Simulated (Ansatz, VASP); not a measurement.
## One calculation of Y4Pd, two programs

INCAR

```
ALGO = Normal ; EDIFF = 1E-6
ENCUT = 520 ; GGA = PE
ISIF = 2 ; ISMEAR = 0
LASPH = T ; LCHARG = F
LREAL = F ; LWAVE = F
NBANDS = 35 ; NELM = 60
PREC = Accurate ; SIGMA = 0.1
```

File KPOINTS:

```
k-points
0
Gamma
  4 4 4
```

POSCAR

```
Y4Pd
1.0
   -2.9320712700      2.9320712700      3.7438960600
    2.9320712700     -2.9320712700      3.7438960600
    2.9320712700      2.9320712700     -3.7438960600
Y Pd
4 1
Direct
    0.5000000000      0.5000000000      0.5000000000
    0.0000000000      0.0000000000      0.5000000000
    0.5000000000      0.0000000000      0.0000000000
    0.0000000000      0.5000000000      0.0000000000
    0.0000000000      0.0000000000      0.0000000000
```

Input for Ansatz:

```yaml
crystal:
  lattice:
    - [-2.93207127, 2.93207127, 3.74389606]
    - [2.93207127, -2.93207127, 3.74389606]
    - [2.93207127, 2.93207127, -3.74389606]
  atoms:
    - { symbol: "Y", position: [0.5, 0.5, 0.5] }
    - { symbol: "Y", position: [0.0, 0.0, 0.5] }
    - { symbol: "Y", position: [0.5, 0.0, 0.0] }
    - { symbol: "Y", position: [0.0, 0.5, 0.0] }
    - { symbol: Pd, position: [0.0, 0.0, 0.0] }
basis:
  ecutwfc: 420
kpoints:
  mp_grid: { grid: [4, 4, 4] }
hamiltonian:
  xc: pbe
scf:
  occupations: { method: gaussian, width: 0.1 }
  lower_state_search: "off"
output:
  forces: true
  stress: true
  eigenvalues: true
```

Alike in both runs: task single point; functional PBE; k mesh 4 × 4 × 4; occupations gaussian, width 0.1 eV; no spin polarisation.

|  | VASP | Ansatz |
| --- | --- | --- |
| version | VASP 6.6.1 | Ansatz 0.2.0 |
| potentials or method | VASP PAW PBE potentials, release 64 (Y_sv, Pd), cutoff 520 eV | scalar-relativistic, plane waves, PAW |
| valence electrons in the cell | 54 | 62 |

Ansatz gave:

* gap on the k mesh at the Fermi level (eV): none
* pressure (GPa): 14.2
* traceless stress, the component that is largest in VASP (GPa): -11.40

Problem. Estimate VASP's values.

Solution. gap on the k mesh at the Fermi level (eV): none; pressure (GPa): 14.1; traceless stress, the component that is largest in VASP (GPa): -11.40.

A gap of «none» marks a metal or a gap that the smearing closes. The functional is the same, so the differences come from potentials, cutoffs and numerics. VASP's potentials hold 54 valence electrons a cell and Ansatz's 62, so a difference there can come from the potentials and not from the codes.

The k mesh is coarse, so the values compare programs but aren't converged.
